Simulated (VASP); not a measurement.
# Ba in VASP: further runs, part 2 of 2

VASP 6.6.1.

### 4 Single point, PBEsol (equal xx and yy strain of -2 %)

Input file INCAR:

```
SYSTEM = Ba
PREC = Accurate
ENCUT = 520
EDIFF = 1E-6
ISMEAR = -1
SIGMA = 0.05
LREAL = .False.
LASPH = .True.
NELM = 60
ALGO = Normal
ISIF = 2
LWAVE = .False.
LCHARG = .False.
GGA = PS
NBANDS = 11
```

Input file KPOINTS:

```
Automatic mesh
0
Gamma
  10 10 10
  0 0 0
```

Input file POSCAR:

```
Ba
1.0
   -2.4500000000      2.4500000000      2.5000000000
    2.4500000000     -2.4500000000      2.5000000000
    2.4500000000      2.4500000000     -2.5000000000
Ba
1
Direct
    0.0000000000      0.0000000000      0.0000000000
```

Potentials or basis: VASP PAW PBE potentials, release 64 (Ba_sv).

Launch:

```console
> cat potpaw_PBE.64/Ba_sv/POTCAR > POTCAR
> mpirun -np 1 vasp_std > vasp.out
```

OUTCAR:

```text
SYSTEM = Ba
   PREC = Accurate
   ENCUT = 520
   EDIFF = 1E-6
   ISMEAR = -1
   LREAL = .False.
   LASPH = .True.
   NELM = 60
   ISIF = 2
   GGA = PS

 ion  position               nearest neighbor table
   1  0.000  0.000  0.000-

  LATTYP: Found a body centered tetragonal cell.
 ALAT       =     4.9000000000
 C/A-ratio  =     1.0204081633

  Lattice vectors:

 A1 = (  -2.4500000000,   2.4500000000,   2.5000000000)
 A2 = (   2.4500000000,  -2.4500000000,   2.5000000000)
 A3 = (   2.4500000000,   2.4500000000,  -2.5000000000)

[... 507 lines left out ...]
      4     -12.0494      2.00000
      5       1.6584      1.20405
      6       2.1723      0.00010
      7       2.4670      0.00000
      8       5.1373      0.00000
      9       5.5083      0.00000
     10       6.8664      0.00000
     11       8.0946      0.00000

 [... further k-points ...]
[... 5 lines left out ...]
  --------------------------------------------------------------------------------------
  -------------------------------------------------------------------------------------
  Total       -0.0652656     -0.0652656     -0.1003634      0.0000000     -0.0000000      0.0000000
  in kB       -1.7420599     -1.7420599     -2.6788828      0.0000000     -0.0000000      0.0000000
  external PRESSURE =      -2.0543342 kB  Pullay stress =       0.0000000 kB

 VOLUME and BASIS-vectors are now :
 -----------------------------------------------------------------------------
  energy-cutoff  :      520.00
  volume of cell :       60.03
      direct lattice vectors                 reciprocal lattice vectors
    -2.450000000  2.450000000  2.500000000     0.000000000  0.204081633  0.200000000
     2.450000000 -2.450000000  2.500000000     0.204081633  0.000000000  0.200000000
     2.450000000  2.450000000 -2.500000000     0.204081633  0.204081633  0.000000000

 POSITION                                       TOTAL-FORCE (eV/Angst)
 -----------------------------------------------------------------------------------
      0.00000      0.00000      0.00000         0.000000      0.000000      0.000000
 -----------------------------------------------------------------------------------
    total drift:                               -0.000000      0.000000     -0.000000

  FREE ENERGIE OF THE ION-ELECTRON SYSTEM (eV)
  ---------------------------------------------------
  free  energy   TOTEN  =        -2.1518843767 eV

  energy  without entropy=       -2.1407396343  energy(sigma->0) =       -2.14631201
```

OSZICAR:

```text
N       E                     dE             d eps       ncg     rms          rms(c)
DAV:   1     0.531924010197E+02    0.53192E+02   -0.43254E+03  2244   0.759E+02
DAV:   2     0.424228706674E+00   -0.52768E+02   -0.51379E+02  2700   0.137E+02
DAV:   3    -0.207449747707E+01   -0.24987E+01   -0.24813E+01  2832   0.307E+01
DAV:   4    -0.215204743667E+01   -0.77550E-01   -0.77444E-01  2896   0.511E+00
DAV:   5    -0.215413342223E+01   -0.20860E-02   -0.20858E-02  3058   0.688E-01    0.168E+00
DAV:   6    -0.215259256581E+01    0.15409E-02   -0.38294E-03  2861   0.542E-01    0.989E-01
DAV:   7    -0.215178227351E+01    0.81029E-03   -0.57689E-03  2860   0.712E-01    0.439E-02
DAV:   8    -0.215187972834E+01   -0.97455E-04   -0.24489E-04  3274   0.895E-02    0.207E-02
DAV:   9    -0.215188425723E+01   -0.45289E-05   -0.54249E-06  2676   0.201E-02    0.386E-03
DAV:  10    -0.215188437674E+01   -0.11951E-06   -0.58253E-07  1719   0.512E-03
   1 F= -.21518844E+01 E0= -.21463120E+01  d E =-.111447E-01
```

stdout:

```text
POSCAR found type information on POSCAR Ba
 POSCAR found :  1 types and       1 ions
 scaLAPACK will be used
 -----------------------------------------------------------------------------
|                                                                             |
|                                                                             |
|     You enforced a specific xc type in the INCAR file but a different       |
|     I HOPE YOU KNOW WHAT YOU ARE DOING!                                     |
|                                                                             |
 -----------------------------------------------------------------------------

 LDA part: xc-table for (Slater+PW92), standard interpolation
 POSCAR, INCAR and KPOINTS ok, starting setup
 FFT: planning ... GRIDC
 FFT: planning ... GRID_SOFT
 FFT: planning ... GRID
 WAVECAR not read
 entering main loop
```

It took 16 s on 1 thread of Intel Xeon 6975P-C (Granite Rapids), shared host; peak memory 0.21 GiB.

What came out:

```
Free energy            : -2.1519 eV
Pressure               : -0.2 GPa
Band gap on the k mesh : zero (band 5 reaches 2.07 eV, above the bottom of band 6 at 1.11 eV)
```

Caveat: the cell differs from its parent crystal (equal xx and yy strain of -2 %); the PAW data sets were made with another functional, which shifts forces and pressure a little; spin-orbit coupling is left out, which moves the levels of the heavy elements.

### 5 Single point, PBEsol (zz strain of -2 %)

Input file INCAR:

```
  PREC = Accurate
  ENCUT = 520
  EDIFF = 1E-6
  ISMEAR = -1
  SIGMA = 0.05
  LREAL = F
  LASPH = T
  NELM = 80
  ALGO = Normal
  ISIF = 2
  LWAVE = F
  LCHARG = T
  GGA = PS
  LELF = T
  LVHAR = T
  NBANDS = 11
```

Input file KPOINTS:

```
Automatic mesh
0
Gamma
  10 10 10
```

Input file POSCAR:

```
Ba
1.0
   -2.5000000000      2.5000000000      2.4500000000
    2.5000000000     -2.5000000000      2.4500000000
    2.5000000000      2.5000000000     -2.4500000000
Ba
1
Direct
    0.0000000000      0.0000000000      0.0000000000
```

Launch:

```console
> cat potpaw_PBE.64/Ba_sv/POTCAR > POTCAR
> mpirun -np 1 vasp_std > vasp.out
```

It took 16 s on 1 thread of Intel Xeon 6975P-C (Granite Rapids), shared host; peak memory 0.21 GiB.

The run converged. Its results:

```yaml
Free_energy: -2.1496 eV
Pressure: -0.4 GPa
Band_gap_on_the_k_mesh: zero (band 5 reaches 2.00 eV, above the bottom of band 6 at 1.07 eV)
```

Stress tensor (GPa, compression positive):
```
-0.41  0.00  0.00
 0.00 -0.41  0.00
 0.00  0.00 -0.31
```

Levels at points of the mesh, in eV from the Fermi level:
```csv
k point,band 2,band 3,band 4,band 5,band 6,band 7,band 8,band 9
"(0.00, 0.00, 0.00)",-13.71,-13.71,-13.71,-2.77,1.78,1.90,1.90,3.24
"(0.50, 0.00, 0.00)",-14.22,-13.87,-13.72,-0.90,0.64,1.38,3.34,3.95
"(0.50, 0.50, 0.00)",-14.22,-13.87,-13.71,-0.92,0.77,1.32,3.18,3.84
"(0.50, 0.50, 0.50)",-14.07,-14.07,-14.05,-0.58,-0.55,4.42,4.42,4.64
```

Caveat: the cell differs from its parent crystal (zz strain of -2 %); the PAW data sets were made with another functional, which shifts forces and pressure a little; spin-orbit coupling is left out, which moves the levels of the heavy elements.

### 6 Single point, PBEsol (equal xx and yy strain of -1 %)

Input file INCAR:

```
SYSTEM = Ba
  ALGO = Normal
  EDIFF = 1E-6
  ENCUT = 520
  GGA = PS
  ISIF = 2
  ISMEAR = -1
  LASPH = .True.
  LCHARG = .True.
  LELF = .True.
  LREAL = .False.
  LVHAR = .True.
  LWAVE = .False.
  NBANDS = 11
  NELM = 80
  PREC = Accurate
  SIGMA = 0.05
```

Input file KPOINTS:

```
k-points
0
Gamma
  10 10 10
  0 0 0
```

Input file POSCAR:

```
Ba
1.0
   -2.4750000000      2.4750000000      2.5000000000
    2.4750000000     -2.4750000000      2.5000000000
    2.4750000000      2.4750000000     -2.5000000000
Ba
1
Direct
    0.0000000000      0.0000000000      0.0000000000
```

Potentials or basis: VASP PAW PBE potentials, release 64 (Ba_sv).

Launch:

```console
> cat potpaw_PBE.64/Ba_sv/POTCAR > POTCAR
> mpirun -np 1 vasp_std > vasp.out
```

Run time: 16 s. Hardware: 1 thread of Intel Xeon 6975P-C (Granite Rapids), shared host; peak memory 0.21 GiB.

It converged, with:

| Quantity | Value |
| --- | --- |
| Free energy | -2.1498 eV |
| Pressure | -0.4 GPa |
| Band gap on the k mesh | zero (band 5 reaches 1.98 eV, above the bottom of band 6 at 1.06 eV) |

Levels at points of the mesh, in eV from the Fermi level:
| k point | band 3 | band 4 | band 5 | band 6 | band 7 | band 8 |
| --- | --- | --- | --- | --- | --- | --- |
| (0.00, 0.00, 0.00) | -13.71 | -13.71 | -2.77 | 1.84 | 1.84 | 1.90 |
| (0.50, 0.00, 0.00) | -13.87 | -13.71 | -0.91 | 0.71 | 1.35 | 3.26 |
| (0.50, 0.50, 0.00) | -13.87 | -13.71 | -0.90 | 0.64 | 1.38 | 3.35 |
| (0.50, 0.50, 0.50) | -14.06 | -14.06 | -0.57 | -0.55 | 4.42 | 4.53 |

Caveat: the cell differs from its parent crystal (equal xx and yy strain of -1 %); the PAW data sets were made with another functional, which shifts forces and pressure a little; spin-orbit coupling is left out, which moves the levels of the heavy elements.

### 7 Summary

| cell | gap on the mesh (eV) | pressure (GPa) |
| --- | --- | --- |
| a = 4.359 Å, angles 109.5°, 1 atom | none | -0.7 |
| a = 4.415 Å, angles 109.5°, 1 atom | none | -1.0 |
| a = 4.273 Å, angles 110.0, 110.0, 108.4°, 1 atom | none | -0.2 |
| a = 4.301 Å, angles 108.9, 108.9, 110.6°, 1 atom | none | -0.4 |
| a = 4.301 Å, angles 109.7, 109.7, 108.9°, 1 atom | none | -0.4 |

Alike in all rows: task single point; level PBEsol; potentials or basis VASP PAW PBE potentials, release 64 (Ba_sv); no spin polarisation; k mesh 10 × 10 × 10; cutoff (eV) 520; smearing fermi-dirac 0.05 eV.

Caveats: the PAW data sets were made with another functional, which shifts forces and pressure a little; spin-orbit coupling is left out, which moves the levels of the heavy elements.

Total energies depend on the potentials used, so only differences within one code and one set of settings carry meaning.
